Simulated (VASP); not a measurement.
# Na (C2/m) in VASP: single point with PBEsol

Aim: the single point of Na with PBEsol.

Everything below comes from runs of VASP 6.6.1. Logs are shortened: lines on timing, memory, paths and dates and some standing lists are left out, and cuts for length are marked.

## 1. The cell of the first run

The structure is monoclinic, space group C2/m (No. 12). Conventional cell: a = 6.525 Å, b = 3.767 Å, c = 6.154 Å, α = 90.00°, β = 90.00°, γ = 90.00°. Na (site symmetry m) has 12 Na at 3.29 to 4.40 Å within 4.4 Å.

## 2. Single point, PBEsol (atom 1 (Na) moved by (-0.450, -0.450) A along y and z)

Contents of INCAR:

```
SYSTEM = Na
ALGO = Fast
EDIFF = 1E-6
ENCUT = 520
GGA = PS
ISIF = 2
ISMEAR = 0
LASPH = .True.
LCHARG = .False.
LREAL = .False.
LWAVE = .False.
NBANDS = 14
NELM = 100
PREC = Accurate
SIGMA = 0.15
```

Contents of KPOINTS:

```
k-points
0
Gamma
  12 12 8
  0 0 0
```

Contents of POSCAR:

```
Na
1.0
    3.7670009976      0.0000000000      0.0000000000
   -1.8835004988      3.2623185600      0.0000000000
    0.0000000000      0.0000000000      6.1540000000
Na
2
Direct
    0.2643639804      0.5287279609      0.1768768281
    0.6666666667      0.3333333333      0.7500000000
```

Potentials or basis: VASP PAW PBE potentials, release 64 (Na_pv).

The run is started by

```bash
> cat potpaw_PBE.64/Na_pv/POTCAR > POTCAR
> mpirun -np 1 vasp_std > vasp.out
```

OUTCAR:

```text
SYSTEM = Na
   EDIFF = 1E-6
   ENCUT = 520
   GGA = PS
   ISIF = 2
   ISMEAR = 0
   LASPH = .True.
   LREAL = .False.
   NELM = 100
   PREC = Accurate

 ion  position               nearest neighbor table
   1  0.264  0.529  0.177-
   2  0.667  0.333  0.750-

  LATTYP: Found a hexagonal cell.
 ALAT       =     3.7670009976
 C/A-ratio  =     1.6336603054

  Lattice vectors:

 A1 = (   3.7670009976,   0.0000000000,   0.0000000000)
 A2 = (  -1.8835004988,   3.2623185600,   0.0000000000)
 A3 = (   0.0000000000,   0.0000000000,   6.1540000000)

Analysis of symmetry for initial positions (statically):
=====================================================================
 Subroutine PRICEL returns:
 Original cell was already a primitive cell.

 Routine SETGRP: Setting up the symmetry group for a
 hexagonal supercell.

 Subroutine GETGRP returns: Found  4 space group operations
 (whereof  2 operations were pure point group operations)
 out of a pool of 24 trial point group operations.

The static configuration has the point symmetry C_1h.
 The point group associated with its full space group is C_2h.

Analysis of symmetry for dynamics (positions and initial velocities):
=====================================================================
 Subroutine PRICEL returns:
 Original cell was already a primitive cell.

 Routine SETGRP: Setting up the symmetry group for a
 hexagonal supercell.

 Subroutine GETGRP returns: Found  4 space group operations
 (whereof  2 operations were pure point group operations)
 out of a pool of 24 trial point group operations.

The dynamic configuration has the point symmetry C_1h.
 The point group associated with its full space group is C_2h.

 Subroutine INISYM returns: Found  4 space group operations
 (whereof  2 operations are pure point group operations),
 and found     1 'primitive' translations

----------------------------------------------------------------------------------------

                                     Primitive cell

  volume of cell :      75.6275

  direct lattice vectors                    reciprocal lattice vectors
     3.767000998  0.000000000  0.000000000     0.265463163  0.153265229  0.000000000
    -1.883500499  3.262318560  0.000000000     0.000000000  0.306530457  0.000000000
     0.000000000  0.000000000  6.154000000     0.000000000  0.000000000  0.162495938

  length of vectors
     3.767000998  3.767000998  6.154000000     0.306530457  0.306530457  0.162495938

  position of ions in fractional coordinates (direct lattice)
     0.264363980  0.528727961  0.176876828
     0.666666667  0.333333333  0.750000000

  ion indices of the primitive-cell ions
   primitive index   ion index
                 1           1
                 2           2

----------------------------------------------------------------------------------------

 KPOINTS: k-points

Automatic generation of k-mesh.
 Grid dimensions read from file:
 generate k-points for:   12   12    8

 Generating k-lattice:

  Cartesian coordinates                     Fractional coordinates (reciprocal lattice)
     0.022121930  0.012772102  0.000000000     0.083333333 -0.000000000  0.000000000
     0.000000000  0.025544205  0.000000000     0.000000000  0.083333333  0.000000000
     0.000000000  0.000000000  0.020311992     0.000000000  0.000000000  0.125000000

  Length of vectors
     0.025544205  0.025544205  0.020311992

  Shift w.r.t. Gamma in fractional coordinates (k-lattice)
     0.000000000  0.000000000  0.000000000

 Subroutine IBZKPT returns following result:
 ===========================================

 Found    320 irreducible k-points:

 Following reciprocal coordinates:
            Coordinates               Weight
  0.000000  0.000000  0.000000      1.000000
  0.083333  0.000000  0.000000      4.000000
  0.000000  0.083333  0.000000      2.000000
  0.166667  0.000000  0.000000      4.000000
  0.000000  0.166667  0.000000      2.000000
  0.250000  0.000000  0.000000      4.000000
[... 16 lines left out ...]
 -0.083333  0.416667  0.000000      4.000000
 -0.416667  0.333333  0.000000      4.000000
 [... further k-points ...]
   k-points           NKPTS =    320   k-points in BZ     NKDIM =    320   number of bands    NBANDS=     14
   number of dos      NEDOS =    301   number of ions     NIONS =      2
   total plane-waves  NPLWV =  37632
   dimension x,y,z NGX =    28 NGY =   28 NGZ =   48
   dimension x,y,z NGXF=    56 NGYF=   56 NGZF=   96
   ions per type =               2
   NGX,Y,Z   is equivalent  to a cutoff of  12.36, 12.36, 12.97 a.u.
   NGXF,Y,Z  is equivalent  to a cutoff of  24.71, 24.71, 25.93 a.u.
 SYSTEM =  Na
   PREC   = accura    normal or accurate (medium, high low for compatibility)
   ISTART =      0    job   : 0-new  1-cont  2-samecut
   ICHARG =      2    charge: 1-file 2-atom 10-const
   ISPIN  =      1    spin polarized calculation?
   LNONCOLLINEAR =      F non collinear calculations
   LSORBIT =      F    spin-orbit coupling
   LASPH  =      T    aspherical Exc in radial PAW
   ENCUT  =  520.0 eV  38.22 Ry    6.18 a.u.   7.00  7.00 11.44*2*pi/ulx,y,z
   NELM   =    100;   NELMIN=  2; NELMDL= -5     # of ELM steps
   EDIFF  = 0.1E-05   stopping-criterion for ELM
   LREAL  =      F    real-space projection
[... 7 lines left out ...]
   TEBEG  =    0.0;   TEEND  =   0.0 temperature during run
   PSTRESS=    0.0 pullay stress
   NELECT =      14.0000    total number of electrons
   NUPDOWN=      -1.0000    fix difference up-down
   EMIN   =  10.00;   EMAX   =-10.00  energy-range for DOS
   EFERMI =   0.00;   METHOD = LEGACY
   ISMEAR =     0;   SIGMA  =   0.15  broadening in eV -4-tet -1-fermi 0-gaus
   EFERMI_NEDOS =   21; number of points for ismear=-14 and -15
   IALGO  =     68    algorithm
   IMIX   =      4    mixing-type and parameters
     AMIX     =   0.40;   BMIX     =  1.00
     AMIX_MAG =   1.60;   BMIX_MAG =  1.00
  volume/ion in A,a.u.               =      37.81       255.18
  Fermi-wavevector in a.u.,A,eV,Ry     =   0.933020  1.763152 11.844231  0.870526
  Thomas-Fermi vector in A             =   2.059678
   LORBIT       =      0    0 simple, 1 ext, 2 COOP (PROOUT), +10 PAW based schemes
   GGA     = PS    functional components
   LHFCALC =     F    Hartree Fock is set to
   AEXX    =    0.0000 exact exchange contribution
   IVDW    =     0    specifies the selected vdW correction
   LEPSILON=     F    determine dielectric tensor
   LRPA    =     F    only Hartree local field effects (RPA)
 non-spin polarized calculation
 RMM-DIIS sequential band-by-band and
 Gauss-broadening in eV      SIGMA  =   0.15
  energy-cutoff  :      520.00
  volume of cell :       75.63
 maximum number of plane-waves:      2059
   NGX = 13   NGY = 13   NGZ = 23

 number of electron      14.0000009 magnetization

 Free energy of the ion-electron system (eV)
  ---------------------------------------------------
  ext. energy  EPLUGINS =         0.00000000
  ---------------------------------------------------
  free energy    TOTEN  =        -2.72340682 eV

  energy without entropy =       -2.71314932  energy(sigma->0) =       -2.71827807

 E-fermi :   0.2466     XC(G=0):  -6.4287

 val. band max:        0.2251775566   @ k =   0.0000  -0.3333   0.3750
 cond. band min:       0.2560885874   @ k =   0.5000   0.3333   0.3750
 fundamental gap:      0.0309110308
 Fermi energy:         0.2465977269

 k-point     1 :       0.0000    0.0000    0.0000
  band No.  band energies     occupation
      1     -24.6203      2.00000
      2     -24.5856      2.00000
      3     -24.5694      2.00000
      4     -24.5691      2.00000
      5     -24.5687      2.00000
      6     -24.5683      2.00000
      7      -3.0067      2.00000
      8       0.8550      0.00000
      9       1.1799      0.00000
     10       9.9614      0.00000
     11      10.1344      0.00000
     12      10.2310      0.00000
     13      10.5589      0.00000
     14      10.7939      0.00000

 k-point     2 :       0.0833    0.0000    0.0000
  band No.  band energies     occupation
      1     -24.6195      2.00000
      2     -24.5876      2.00000
      3     -24.5709      2.00000
      4     -24.5704      2.00000
      5     -24.5685      2.00000
      6     -24.5683      2.00000
      7      -2.9052      2.00000
      8       0.9454      0.00000
      9       1.2778      0.00000
     10       8.4243      0.00000
     11       9.3193      0.00000
     12       9.6951      0.00000
     13      11.2555      0.00000
     14      11.5616      0.00000

 k-point     3 :       0.0000    0.0833    0.0000
  band No.  band energies     occupation
      1     -24.6198      2.00000
      2     -24.5861      2.00000
      3     -24.5723      2.00000
      4     -24.5695      2.00000
      5     -24.5693      2.00000
      6     -24.5682      2.00000
      7      -2.9052      2.00000
      8       0.9456      0.00000
      9       1.2787      0.00000
     10       8.3732      0.00000
     11       9.2961      0.00000
     12       9.7182      0.00000
     13      11.3619      0.00000
     14      11.5116      0.00000

 k-point     4 :       0.1667    0.0000    0.0000
  band No.  band energies     occupation
      1     -24.6175      2.00000
      2     -24.5927      2.00000
      3     -24.5750      2.00000
      4     -24.5728      2.00000
      5     -24.5689      2.00000
      6     -24.5686      2.00000
      7      -2.6020      2.00000
      8       1.2170      0.00000
      9       1.5672      0.00000
     10       6.5787      0.00000
     11       8.5544      0.00000
     12       8.8194      0.00000
     13       9.9976      0.00000
     14      10.7542      0.00000

 k-point     5 :       0.0000    0.1667    0.0000
  band No.  band energies     occupation
      1     -24.6185      2.00000
      2     -24.5874      2.00000
      3     -24.5781      2.00000
      4     -24.5725      2.00000
      5     -24.5704      2.00000
      6     -24.5684      2.00000
      7      -2.6021      2.00000
      8       1.2176      0.00000
      9       1.5719      0.00000
     10       6.5192      0.00000
     11       8.5629      0.00000
[... 276 lines left out ...]
 k-point    22 :       0.3333    0.0833    0.0000
  band No.  band energies     occupation
      1     -24.6130      2.00000
      2     -24.6067      2.00000
      3     -24.5859      2.00000
      4     -24.5790      2.00000
      5     -24.5747      2.00000
      6     -24.5712      2.00000
      7      -0.9182      2.00000
      8       2.3262      0.00000
      9       2.7638      0.00000
     10       3.5001      0.00000
     11       5.6323      0.00000
     12       6.0642      0.00000
     13       7.1795      0.00000
     14       9.3398      0.00000

 k-point    23 :      -0.0833    0.4167    0.0000
  band No.  band energies     occupation
      1     -24.6143      2.00000
      2     -24.5954      2.00000
      3     -24.5935      2.00000
      4     -24.5821      2.00000
      5     -24.5744      2.00000
      6     -24.5703      2.00000
      7      -0.9176      2.00000
      8       2.4377      0.00000
      9       2.7739      0.00000
     10       3.2894      0.00000
     11       5.6465      0.00000
     12       6.0783      0.00000
     13       7.1872      0.00000
     14       9.3282      0.00000

 k-point    24 :      -0.4167    0.3333    0.0000
  band No.  band energies     occupation
      1     -24.6130      2.00000
      2     -24.6084      2.00000
      3     -24.5833      2.00000
      4     -24.5795      2.00000
      5     -24.5747      2.00000
      6     -24.5716      2.00000
      7      -0.9186      2.00000
      8       2.3282      0.00000
      9       2.7626      0.00000
     10       3.4583      0.00000
     11       5.9087      0.00000
     12       6.0774      0.00000
     13       6.8704      0.00000
     14       9.3428      0.00000

 [... further k-points ...]

------------------------ aborting loop because EDIFF is reached ----------------------------------------

  FORCE on cell =-STRESS in cart. coord.  units (eV):
  Direction    XX          YY          ZZ          XY          YZ          ZX
  --------------------------------------------------------------------------------------
  -------------------------------------------------------------------------------------
  Total        0.2413870     -0.1843874      0.2041996      0.0000000      0.0739051      0.0000000
  in kB        5.1138139     -3.9062691      4.3259927      0.0000000      1.5656889      0.0000000
  external PRESSURE =       1.8445125 kB  Pullay stress =       0.0000000 kB

 VOLUME and BASIS-vectors are now :
 -----------------------------------------------------------------------------
  energy-cutoff  :      520.00
  volume of cell :       75.63
      direct lattice vectors                 reciprocal lattice vectors
     3.767000998  0.000000000  0.000000000     0.265463163  0.153265229  0.000000000
    -1.883500499  3.262318560  0.000000000     0.000000000  0.306530457  0.000000000
     0.000000000  0.000000000  6.154000000     0.000000000  0.000000000  0.162495938

 POSITION                                       TOTAL-FORCE (eV/Angst)
 -----------------------------------------------------------------------------------
     -0.00000      1.72488      1.08850         0.000000      0.043115      0.332126
      1.88350      1.08744      4.61550         0.000000     -0.043115     -0.332126
 -----------------------------------------------------------------------------------
    total drift:                                0.000000     -0.000033      0.000004

  FREE ENERGIE OF THE ION-ELECTRON SYSTEM (eV)
  ---------------------------------------------------
  free  energy   TOTEN  =        -2.7234068212 eV

  energy  without entropy=       -2.7131493230  energy(sigma->0) =       -2.71827807
```

It took 5.9 min on 1 thread of Intel Xeon 8259CL, shared host; peak memory 0.37 GiB.

Results:

* Free energy: -2.7234 eV
* Pressure: 0.2 GPa
* Largest force: 0.335 eV/Å
* Band gap on the k mesh: zero (bands 7 and 8 overlap by 3.83 eV)

Forces on the atoms (eV/Å):
```
Na   0.000  0.043  0.332
Na   0.000 -0.043 -0.332
```

Stress tensor (GPa, compression positive):
```
 0.51  0.00  0.00
 0.00 -0.39  0.16
 0.00  0.16  0.43
```

Caveat: the cell differs from its parent crystal (atom 1 (Na) moved by (-0.450, -0.450) A along y and z); the PAW data sets were made with another functional, which shifts forces and pressure a little.

The gap in the log of VASP goes by the Fermi energy; the results here count the filled bands.